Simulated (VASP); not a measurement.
Set up this calculation in VASP 6.6.1, as the native input.

| Quantity | Value |
| --- | --- |
| Task | relaxation of cell and atoms |
| Functional | r2SCAN |
| Potentials or basis | VASP PAW PBE potentials, release 64 (Hf_pv, O) |
| Cutoff | 600 eV |
| k mesh | 9 × 9 × 9 |
| Occupations | fermi-dirac, width 0.05 eV |
| Spin | no spin polarisation |
| Hubbard terms | Hf d U = 1.0 eV |
| Dipole correction | no |
| Further INCAR settings | ALGO = Normal; EDIFF = 1e-06; IBRION = 2; EDIFFG = -0.01; NSW = 60; ISIF = 3 |

HfO2:

```
Hf O
1.0
     0.00000    2.55750    2.55750
     2.55750    0.00000    2.55750
     2.55750    2.55750    0.00000
Hf O
1 2
Direct
  0.00000 0.00000 0.00000
  0.75000 0.75000 0.75000
  0.25000 0.25000 0.25000
```

One way to write it, as run:

POSCAR

```
HfO2
1.0
    0.0000000000      2.5575000000      2.5575000000
    2.5575000000      0.0000000000      2.5575000000
    2.5575000000      2.5575000000      0.0000000000
Hf O
1 2
Direct
    0.0000000000      0.0000000000      0.0000000000
    0.7500000000      0.7500000000      0.7500000000
    0.2500000000      0.2500000000      0.2500000000
```

INCAR.step1

```
  PREC = Accurate
  ENCUT = 600
  ISMEAR = -1
  SIGMA = 0.05
  LREAL = False
  LASPH = True
  NELM = 150
  LMAXMIX = 4
  LDAU = True
  LDAUTYPE = 2
  LDAUL = 2 -1
  LDAUU = 1 0
  LDAUJ = 0 0
  GGA = PE
  ALGO = Normal
  EDIFF = 1E-4
  LWAVE = True
  LCHARG = False
```

INCAR.step2

```
  PREC = Accurate
  ENCUT = 600
  EDIFF = 1E-6
  ISMEAR = -1
  SIGMA = 0.05
  LREAL = False
  LASPH = True
  NELM = 150
  ALGO = Normal
  ISIF = 3
  LWAVE = False
  LCHARG = False
  LMAXMIX = 4
  LDAU = True
  LDAUTYPE = 2
  LDAUL = 2 -1
  LDAUU = 1 0
  LDAUJ = 0 0
  LDAUPRINT = 1
  METAGGA = R2SCAN
  LMIXTAU = True
  IBRION = 2
  NSW = 60
  EDIFFG = -0.01
  ISTART = 1
```

KPOINTS

```
regular mesh
0
Gamma
  9 9 9
```

Potentials or basis: VASP PAW PBE potentials, release 64 (Hf_pv, O).

Launch:

```console
$ cat potpaw_PBE.64/Hf_pv/POTCAR potpaw_PBE.64/O/POTCAR > POTCAR
$ cp INCAR.step1 INCAR
$ mpirun -np 1 vasp_std > vasp.out
$ cp INCAR.step2 INCAR
$ mpirun -np 1 vasp_std > vasp.out
```

It gave:

* Relaxed volume: 10.73 Å³/atom
* Relaxed cell: a = 3.570 Å, b = 3.570 Å, c = 3.570 Å, α = 60.00°, β = 60.00°, γ = 60.00°
* Space group after relaxing (to 0.05 Å): Fm-3m (No. 225)
* Energy gained by relaxing: 13.1 meV/atom
* Ionic steps: 4
* Pressure after relaxing: 0.1 GPa
* Band gap on the k mesh: 4.58 eV, indirect (least direct gap 4.69 eV)

Caveat: the PAW data sets were made with another functional, which shifts forces and pressure a little; spin-orbit coupling is left out, which moves the levels of the heavy elements.

It took 2.8 min on 1 thread of Intel(R) Xeon(R) 6975P-C (Granite Rapids), with other jobs on the host, peak memory 0.19 GiB.
